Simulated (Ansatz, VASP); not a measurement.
MgS: VASP beside Ansatz

```xyz
2
Lattice="0.0000 2.7316 2.7316 2.7316 0.0000 2.7316 2.7316 2.7316 0.0000" Properties=species:S:1:pos:R:3 pbc="T T T"
Mg    0.0000    0.0000    0.0000
S     2.7316    2.7316    2.7316
```

Change from the starting cell: hydrostatic strain +5.0%.

Alike in both runs: task single point; functional HSE06; k mesh 6 × 6 × 6; no spin polarisation.

```csv
,VASP,Ansatz
version,VASP 6.6.1,Ansatz 0.2.0
potentials or method,"VASP PAW PBE potentials, release 64 (Mg, S)","plane waves, PAW"
plane-wave cutoff (eV),520,420
occupations,"gaussian, width 0.01 eV",fixed
valence electrons in the cell,8,16
```

```csv
,VASP,Ansatz,Ansatz less VASP
gap on the k mesh at the Fermi level (eV),3.38,3.43,+0.054
pressure (GPa),-9.2,-8.9,+0.26
```

VASP's potentials hold 8 valence electrons a cell and Ansatz's 16, so a difference there can come from the potentials and not from the codes. Ansatz's warnings: stress exchange threshold loose, stress scf threshold loose.
